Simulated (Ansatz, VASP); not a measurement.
**Zn4Se3S in VASP and in Ansatz**

POSCAR

```
Zn4Se3S
1.0
    5.6510793434      0.0000000000      0.0000000000
    0.0000000000      5.6510793434      0.0000000000
    0.0000000000      0.0000000000      5.6510793434
S Zn Se
1 4 3
Direct
    0.0000000000      0.0000000000      0.0000000000
    0.7564764079      0.7564764079      0.7564764079
    0.2435235921      0.2435235921      0.7564764079
    0.2435235921      0.7564764079      0.2435235921
    0.7564764079      0.2435235921      0.2435235921
    0.5000000000      0.5000000000      0.0000000000
    0.5000000000      0.0000000000      0.5000000000
    0.0000000000      0.5000000000      0.5000000000
```

File INCAR.step1:

```
SYSTEM = Zn4Se3S
  ALGO = Normal
  EDIFF = 1E-4
  ENCUT = 520
  GGA = PE
  ISMEAR = 0
  LASPH = .True.
  LCHARG = .False.
  LREAL = .False.
  LWAVE = .True.
  NBANDS = 46
  NELM = 60
  PREC = Accurate
  SIGMA = 0.01
```

The input INCAR.step2:

```
SYSTEM = Zn4Se3S
  ALGO = Normal
  EDIFF = 1E-6
  ENCUT = 520
  ISIF = 2
  ISMEAR = 0
  ISTART = 1
  LASPH = .True.
  LCHARG = .True.
  LELF = .True.
  LMIXTAU = .True.
  LREAL = .False.
  LVHAR = .True.
  LWAVE = .False.
  METAGGA = R2SCAN
  NBANDS = 46
  NELM = 60
  PREC = Accurate
  SIGMA = 0.01
```

KPOINTS

```
k-points
0
Gamma
  4 4 4
  0 0 0
```

Input for Ansatz:

```yaml
crystal:
  lattice:
    - [5.6510793434, 0.0, 0.0]
    - [0.0, 5.6510793434, 0.0]
    - [0.0, 0.0, 5.6510793434]
  atoms:
    - { symbol: S, position: [0.0, 0.0, 0.0] }
    - { symbol: Zn, position: [0.7564764079, 0.7564764079, 0.7564764079] }
    - { symbol: Se, position: [0.5, 0.5, 0.0] }
    - { symbol: Zn, position: [0.2435235921, 0.2435235921, 0.7564764079] }
    - { symbol: Se, position: [0.5, 0.0, 0.5] }
    - { symbol: Zn, position: [0.2435235921, 0.7564764079, 0.2435235921] }
    - { symbol: Se, position: [0.0, 0.5, 0.5] }
    - { symbol: Zn, position: [0.7564764079, 0.2435235921, 0.2435235921] }
kpoints:
  mp_grid: { grid: [4, 4, 4] }
hamiltonian:
  xc: r2scan
scf:
  occupations: { method: fixed }
  n_extra_bands: 6
output:
  forces: true
  stress: true
  eigenvalues: true
```

Alike in both runs: task single point; functional r2SCAN; k mesh 4 × 4 × 4; no spin polarisation.

```csv
,VASP,Ansatz
version,VASP 6.6.1,Ansatz 0.2.0
potentials or method,"VASP PAW PBE potentials, release 64 (S, Zn, Se)","plane waves, PAW"
plane-wave cutoff (eV),520,500
occupations,"gaussian, width 0.01 eV",fixed
valence electrons in the cell,72,102
```

|  | VASP | Ansatz | Ansatz less VASP |
| --- | --- | --- | --- |
| gap on the k mesh at the Fermi level (eV) | 1.89 | 1.89 | -0.003 |
| pressure (GPa) | -1.9 | -1.9 | +0.01 |

VASP's potentials were made for PBE, not for r2SCAN. VASP's potentials hold 72 valence electrons a cell and Ansatz's 102, so a difference there can come from the potentials and not from the codes.
